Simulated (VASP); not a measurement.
Runs of VASP 6.6.1 on H12C5O3. The cells are those of the table. 

| task | cell | gap on the mesh (eV) | pressure (GPa) | largest force (eV/Å) |
| --- | --- | --- | --- | --- |
| single point | a = 7.729, b = 6.854, c = 6.211 Å, angles 97.4, 89.0, 101.9°, 40 atoms | 2.41 | 4.9 | 3.47 |
| single point | a = 8.193 Å, 40 atoms | 2.73 | -0.4 | 3.93 |
| relaxation of the atoms | atoms relaxed from a = 8.193 Å, 40 atoms | 2.77 | 0.1 | 0.26 |
| single point | a = 6.398, b = 6.562, c = 6.129 Å, angles 91.7, 91.9, 95.7°, 40 atoms | (c) | (b) | (d) |
| single point | a = 6.348, b = 6.496, c = 6.495 Å, angles 89.2, 90.7, 91.9°, 40 atoms | 2.30 | 18.6 | (a) |

Alike in all rows: level PBEsol; potentials or basis VASP PAW PBE potentials, release 64 (C, H, O); no spin polarisation; k mesh 1 × 1 × 1; cutoff (eV) 520; smearing fermi-dirac 0.05 eV.

Q: Estimate the missing entries.

A: (a) 4.15; (b) 11.9; (c) 2.08; (d) 3.17.

Caveats: all runs use coarse meshes; the PAW data sets were made with another functional, which shifts forces and pressure a little; the relaxation stopped at a loose force limit of 0.3 eV/Å, so its end isn't a converged minimum (some runs).

A k mesh can miss the band edges.
